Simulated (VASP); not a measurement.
Input of a VASP 6.6.1 run:

The input INCAR:

```
SYSTEM = TaSi
PREC = Accurate
ENCUT = 600
EDIFF = 1E-6
ISMEAR = 0
SIGMA = 0.1
LREAL = .FALSE.
LASPH = .TRUE.
NELM = 60
ALGO = Normal
ISIF = 3
LWAVE = .FALSE.
LCHARG = .FALSE.
GGA = PE
IBRION = 2
NSW = 80
EDIFFG = -0.01
```

KPOINTS

```
Automatic mesh
0
G
  14 14 12
  0 0 0
```

POSCAR

```
TaSi
1.0
    2.9539274742      0.0000000000      0.0000000000
    0.0000000000      2.9539274742      0.0000000000
    0.0000000000      0.0000000000      3.5841231064
Ta Si
1 1
Direct
    0.5000000000      0.5000000000      0.5000000000
    0.0000000000      0.0000000000      0.0000000000
```

Potentials or basis: VASP PAW PBE potentials, release 64 (Ta_pv, Si).

Launch:

```sh
$ cat potpaw_PBE.64/Ta_pv/POTCAR potpaw_PBE.64/Si/POTCAR > POTCAR
$ mpirun -np 1 vasp_std > vasp.out
```

(1) Estimate the relaxed cell.

(2) What does it give for the relaxed volume?

## Answers

(1) a = 2.932 Å, b = 2.932 Å, c = 3.635 Å, α = 90.00°, β = 90.00°, γ = 90.00°.

(2) 15.63 Å³/atom.
